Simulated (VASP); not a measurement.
# Sr (P6/mmm) in VASP: single point with PBE

Aim: the single point of Sr with PBE.

Program: VASP 6.6.1. These are calculated values, not measurements. Logs are shortened: lines on timing, memory, paths and dates and some standing lists are left out, and cuts for length are marked.

### 1 The cell of the first run

It takes space group P6/mmm (No. 191, hexagonal). Conventional cell: a = 10.874 Å, b = 10.874 Å, c = 4.508 Å, α = 90.00°, β = 90.00°, γ = 120.00°.

### 2 Single point, PBE (strained)

File INCAR:

```
SYSTEM = Sr
  ALGO = Normal
  EDIFF = 1E-6
  ENCUT = 520
  GGA = PE
  ISIF = 2
  ISMEAR = 0
  LASPH = .TRUE.
  LCHARG = .TRUE.
  LELF = .TRUE.
  LREAL = .FALSE.
  LVHAR = .TRUE.
  LWAVE = .FALSE.
  NBANDS = 11
  NELM = 100
  PREC = Accurate
  SIGMA = 0.05
```

File KPOINTS:

```
k-points
0
G
  6 6 8
  0 0 0
```

File POSCAR:

```
Sr
1.0
   10.8740178720      0.0000000000      0.0000000000
   -5.4370089360      9.4171757183      0.0000000000
    0.0000000000      0.0000000000      4.5080309702
Sr
1
Direct
    0.0000000000      0.0000000000      0.0000000000
```

Potentials or basis: VASP PAW PBE potentials, release 64 (Sr_sv).

The run is started by

```
$ cat potpaw_PBE.64/Sr_sv/POTCAR > POTCAR
$ mpirun -np 1 vasp_std > vasp.out
```

OUTCAR:

```text
SYSTEM = Sr
   EDIFF = 1E-6
   ENCUT = 520
   GGA = PE
   ISIF = 2
   ISMEAR = 0
   LASPH = .TRUE.
   LREAL = .FALSE.
   NELM = 100
   PREC = Accurate

 ion  position               nearest neighbor table
   1  0.000  0.000  0.000-

  LATTYP: Found a hexagonal cell.
 ALAT       =    10.8740178720
 C/A-ratio  =     0.4145690235

  Lattice vectors:

 A1 = (  10.8740178720,   0.0000000000,   0.0000000000)
 A2 = (  -5.4370089360,   9.4171757183,   0.0000000000)
 A3 = (   0.0000000000,   0.0000000000,   4.5080309702)

Analysis of symmetry for initial positions (statically):
=====================================================================
 Subroutine PRICEL returns:
 Original cell was already a primitive cell.

 Routine SETGRP: Setting up the symmetry group for a
 hexagonal supercell.

 Subroutine GETGRP returns: Found 24 space group operations
 (whereof 24 operations were pure point group operations)
 out of a pool of 24 trial point group operations.

The static configuration has the point symmetry D_6h.

Analysis of symmetry for dynamics (positions and initial velocities):
=====================================================================
 Subroutine PRICEL returns:
 Original cell was already a primitive cell.

 Routine SETGRP: Setting up the symmetry group for a
 hexagonal supercell.

 Subroutine GETGRP returns: Found 24 space group operations
 (whereof 24 operations were pure point group operations)
 out of a pool of 24 trial point group operations.

The dynamic configuration has the point symmetry D_6h.

 Subroutine INISYM returns: Found 24 space group operations
 (whereof 24 operations are pure point group operations),
 and found     1 'primitive' translations

----------------------------------------------------------------------------------------

                                     Primitive cell

  volume of cell :     461.6338

  direct lattice vectors                    reciprocal lattice vectors
    10.874017872  0.000000000  0.000000000     0.091962328  0.053094475  0.000000000
    -5.437008936  9.417175718  0.000000000     0.000000000  0.106188950  0.000000000
     0.000000000  0.000000000  4.508030970     0.000000000  0.000000000  0.221826338

  length of vectors
    10.874017872 10.874017872  4.508030970     0.106188950  0.106188950  0.221826338

  position of ions in fractional coordinates (direct lattice)
     0.000000000  0.000000000  0.000000000

  ion indices of the primitive-cell ions
   primitive index   ion index
                 1           1

----------------------------------------------------------------------------------------

 KPOINTS: k-points

Automatic generation of k-mesh.
 Grid dimensions read from file:
 generate k-points for:    6    6    8

 Generating k-lattice:

  Cartesian coordinates                     Fractional coordinates (reciprocal lattice)
     0.015327055  0.008849079  0.000000000     0.166666667 -0.000000000  0.000000000
     0.000000000  0.017698158  0.000000000     0.000000000  0.166666667  0.000000000
     0.000000000  0.000000000  0.027728292     0.000000000  0.000000000  0.125000000

  Length of vectors
     0.017698158  0.017698158  0.027728292

  Shift w.r.t. Gamma in fractional coordinates (k-lattice)
     0.000000000  0.000000000  0.000000000

 Subroutine IBZKPT returns following result:
 ===========================================

 Found     35 irreducible k-points:

 Following reciprocal coordinates:
            Coordinates               Weight
  0.000000  0.000000  0.000000      1.000000
  0.166667  0.000000  0.000000      6.000000
  0.333333  0.000000  0.000000      6.000000
  0.500000  0.000000  0.000000      3.000000
  0.166667  0.166667  0.000000      6.000000
  0.333333  0.166667  0.000000     12.000000
[... 16 lines left out ...]
  0.166667  0.000000  0.375000     12.000000
  0.333333  0.000000  0.375000     12.000000
 [... further k-points ...]
   k-points           NKPTS =     35   k-points in BZ     NKDIM =     35   number of bands    NBANDS=     11
   number of dos      NEDOS =    301   number of ions     NIONS =      1
   total plane-waves  NPLWV = 254016
   dimension x,y,z NGX =    84 NGY =   84 NGZ =   36
   dimension x,y,z NGXF=   168 NGYF=  168 NGZF=   72
   ions per type =               1
   NGX,Y,Z   is equivalent  to a cutoff of  12.84, 12.84, 13.28 a.u.
   NGXF,Y,Z  is equivalent  to a cutoff of  25.68, 25.68, 26.55 a.u.
 SYSTEM =  Sr
   PREC   = accura    normal or accurate (medium, high low for compatibility)
   ISTART =      0    job   : 0-new  1-cont  2-samecut
   ICHARG =      2    charge: 1-file 2-atom 10-const
   ISPIN  =      1    spin polarized calculation?
   LNONCOLLINEAR =      F non collinear calculations
   LSORBIT =      F    spin-orbit coupling
   LASPH  =      T    aspherical Exc in radial PAW
   ENCUT  =  520.0 eV  38.22 Ry    6.18 a.u.  20.22 20.22  8.38*2*pi/ulx,y,z
   NELM   =    100;   NELMIN=  2; NELMDL= -5     # of ELM steps
   EDIFF  = 0.1E-05   stopping-criterion for ELM
   LREAL  =      F    real-space projection
   EDIFFG = 0.1E-04   stopping-criterion for IOM
   NSW    =      0    number of steps for IOM
   IBRION =     -1    ionic relax: 0-MD 1-quasi-New 2-CG
   NFREE  =      0    steps in history (QN), initial steepest desc. (CG)
   ISIF   =      2    stress and relaxation
   ISYM   =      2    0-nonsym 1-usesym 2-fastsym
   POTIM  = 0.5000    time-step for ionic-motion
   TEBEG  =    0.0;   TEEND  =   0.0 temperature during run
   PSTRESS=    0.0 pullay stress
   NELECT =      10.0000    total number of electrons
   NUPDOWN=      -1.0000    fix difference up-down
   EMIN   =  10.00;   EMAX   =-10.00  energy-range for DOS
   EFERMI =   0.00;   METHOD = LEGACY
   ISMEAR =     0;   SIGMA  =   0.05  broadening in eV -4-tet -1-fermi 0-gaus
   EFERMI_NEDOS =   21; number of points for ismear=-14 and -15
   IALGO  =     38    algorithm
   IMIX   =      4    mixing-type and parameters
     AMIX     =   0.40;   BMIX     =  1.00
     AMIX_MAG =   1.60;   BMIX_MAG =  1.00
  volume/ion in A,a.u.               =     461.63      3115.26
  Fermi-wavevector in a.u.,A,eV,Ry     =   0.456361  0.862398  2.833628  0.208266
  Thomas-Fermi vector in A             =   1.440484
   LORBIT       =      0    0 simple, 1 ext, 2 COOP (PROOUT), +10 PAW based schemes
   GGA     = PE    functional components
   LHFCALC =     F    Hartree Fock is set to
   AEXX    =    0.0000 exact exchange contribution
   IVDW    =     0    specifies the selected vdW correction
   LEPSILON=     F    determine dielectric tensor
   LRPA    =     F    only Hartree local field effects (RPA)
 non-spin polarized calculation
 Gauss-broadening in eV      SIGMA  =   0.05
  energy-cutoff  :      520.00
  volume of cell :      461.63
 maximum number of plane-waves:     12462
 NGX is ok and might be reduce to    84
   NGX = 41   NGY = 41   NGZ = 17

 number of electron      10.0000000 magnetization

 Free energy of the ion-electron system (eV)
  ---------------------------------------------------
  ext. energy  EPLUGINS =         0.00000000
  ---------------------------------------------------
  free energy    TOTEN  =        -0.26029404 eV

  energy without entropy =       -0.26029402  energy(sigma->0) =       -0.26029403

 E-fermi :  -1.5311     XC(G=0):  -2.2271

 val. band max:       -1.7052173149   @ k =   0.3333   0.3333   0.5000
 cond. band min:      -1.3603994124   @ k =   0.0000   0.0000   0.5000
 fundamental gap:      0.3448179025
 Fermi energy:        -1.5311338866

 k-point     1 :       0.0000    0.0000    0.0000
  band No.  band energies     occupation
      1     -39.9233      2.00000
      2     -21.8917      2.00000
      3     -21.8917      2.00000
      4     -21.7540      2.00000
      5      -3.6563      2.00000
      6      -1.0684      0.00000
      7      -1.0164      0.00000
      8      -1.0164      0.00000
      9      -0.6864      0.00000
     10      -0.6864      0.00000
     11       0.4069      0.00000

 k-point     2 :       0.1667    0.0000    0.0000
  band No.  band energies     occupation
      1     -39.9233      2.00000
      2     -21.8917      2.00000
      3     -21.8917      2.00000
      4     -21.7540      2.00000
      5      -3.6540      2.00000
      6      -1.1179      0.00000
      7      -1.0296      0.00000
      8      -1.0030      0.00000
      9      -0.6888      0.00000
     10      -0.6710      0.00000
     11       0.5018      0.00000

 k-point     3 :       0.3333    0.0000    0.0000
  band No.  band energies     occupation
      1     -39.9233      2.00000
      2     -21.8917      2.00000
      3     -21.8917      2.00000
      4     -21.7540      2.00000
      5      -3.6494      2.00000
      6      -1.1892      0.00000
      7      -1.0530      0.00000
      8      -0.9970      0.00000
      9      -0.6951      0.00000
     10      -0.6435      0.00000
     11       0.5625      0.00000

 k-point     4 :       0.5000    0.0000    0.0000
  band No.  band energies     occupation
      1     -39.9233      2.00000
      2     -21.8917      2.00000
      3     -21.8917      2.00000
      4     -21.7540      2.00000
      5      -3.6470      2.00000
      6      -1.2197      0.00000
      7      -1.0635      0.00000
      8      -0.9966      0.00000
      9      -0.6988      0.00000
     10      -0.6309      0.00000
     11       0.5618      0.00000

 k-point     5 :       0.1667    0.1667    0.0000
  band No.  band energies     occupation
      1     -39.9233      2.00000
      2     -21.8917      2.00000
      3     -21.8917      2.00000
      4     -21.7540      2.00000
      5      -3.6505      2.00000
      6      -1.1660      0.00000
      7      -1.0624      0.00000
      8      -0.9924      0.00000
      9      -0.6849      0.00000
     10      -0.6556      0.00000
     11       0.6442      0.00000
[... 211 lines left out ...]
 k-point    21 :       0.3333    0.3333    0.2500
  band No.  band energies     occupation
      1     -39.9224      2.00000
      2     -21.8894      2.00000
      3     -21.8894      2.00000
      4     -21.7803      2.00000
      5      -3.0275      2.00000
      6      -1.0859      0.00000
      7      -1.0859      0.00000
      8      -0.7485      0.00000
      9      -0.4472      0.00000
     10      -0.4472      0.00000
     11       0.2929      0.00000

 k-point    22 :       0.0000    0.0000    0.3750
  band No.  band energies     occupation
      1     -39.9217      2.00000
      2     -21.8878      2.00000
      3     -21.8878      2.00000
      4     -21.7988      2.00000
      5      -2.3611      2.00000
      6      -1.0748      0.00000
      7      -1.0748      0.00000
      8      -0.8790      0.00000
      9      -0.2792      0.00000
     10      -0.2792      0.00000
     11       0.5735      0.00000

 k-point    23 :       0.1667    0.0000    0.3750
  band No.  band energies     occupation
      1     -39.9217      2.00000
      2     -21.8878      2.00000
      3     -21.8878      2.00000
      4     -21.7988      2.00000
      5      -2.3576      2.00000
      6      -1.0820      0.00000
      7      -1.0765      0.00000
      8      -0.8764      0.00000
      9      -0.2803      0.00000
     10      -0.2741      0.00000
     11       0.4914      0.00000

 k-point    24 :       0.3333    0.0000    0.3750
  band No.  band energies     occupation
      1     -39.9217      2.00000
      2     -21.8878      2.00000
      3     -21.8878      2.00000
      4     -21.7988      2.00000
      5      -2.3504      2.00000
      6      -1.0966      0.00000
      7      -1.0798      0.00000
      8      -0.8713      0.00000
      9      -0.2824      0.00000
     10      -0.2636      0.00000
     11       0.3765      0.00000

 [... further k-points ...]

------------------------ aborting loop because EDIFF is reached ----------------------------------------

  FORCE on cell =-STRESS in cart. coord.  units (eV):
  Direction    XX          YY          ZZ          XY          YZ          ZX
  --------------------------------------------------------------------------------------
  -------------------------------------------------------------------------------------
  Total       -0.0065073     -0.0065073      0.0966332      0.0000000     -0.0000000      0.0000000
  in kB       -0.0225845     -0.0225845      0.3353818      0.0000000     -0.0000000      0.0000000
  external PRESSURE =       0.0967376 kB  Pullay stress =       0.0000000 kB

 VOLUME and BASIS-vectors are now :
 -----------------------------------------------------------------------------
  energy-cutoff  :      520.00
  volume of cell :      461.63
      direct lattice vectors                 reciprocal lattice vectors
    10.874017872  0.000000000  0.000000000     0.091962328  0.053094475  0.000000000
    -5.437008936  9.417175718  0.000000000     0.000000000  0.106188950  0.000000000
     0.000000000  0.000000000  4.508030970     0.000000000  0.000000000  0.221826338

 POSITION                                       TOTAL-FORCE (eV/Angst)
 -----------------------------------------------------------------------------------
      0.00000      0.00000      0.00000         0.000000      0.000000      0.000000
 -----------------------------------------------------------------------------------
    total drift:                               -0.000000     -0.000000      0.000000

  FREE ENERGIE OF THE ION-ELECTRON SYSTEM (eV)
  ---------------------------------------------------
  free  energy   TOTEN  =        -0.2602940354 eV

  energy  without entropy=       -0.2602940158  energy(sigma->0) =       -0.26029403
```

It took 1.7 min on 1 thread of Intel Xeon 6975P-C (Granite Rapids), shared host; peak memory 0.63 GiB.

Results:

```yaml
Free_energy: -0.2603 eV
Pressure: 0.0 GPa
Band_gap_on_the_k_mesh: 0.34 eV, indirect (least direct gap 0.36 eV)
```

Caveat: the cell differs from its parent crystal (strained). A k mesh can miss the band edges.
